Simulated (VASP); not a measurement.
Runs of VASP 6.6.1 on Na. The structure is that of space group Im-3m (No. 229), or close to it. The cells are those of the table. 

```tsv
task	cell	k mesh	cutoff (eV)	gap on the mesh (eV)	pressure (GPa)
single point	a = 3.664 Å, angles 109.5°, 1 atom	14 × 14 × 14	520	none	-0.2
single point	a = 3.708 Å, angles 109.5°, 1 atom	14 × 14 × 14	520	none	(a)
relaxation of cell and atoms	relaxed from a = 3.708 Å, angles 109.5°, 1 atom	14 × 14 × 14	600	none	0.0
single point	a = 3.592 Å, angles 109.5°, 1 atom	14 × 14 × 14	520	none	0.3
single point	a = 3.708 Å, angles 109.5°, 1 atom	6 × 6 × 6	520	none	-0.3
```

Alike in all rows: level PBE; potentials or basis VASP PAW PBE potentials, release 64 (Na_pv); no spin polarisation; smearing gaussian 0.1 eV.

Task: Fill in the values left out.

Result: (a) -0.4.

A gap of «none» marks levels without a gap at the run's occupations.
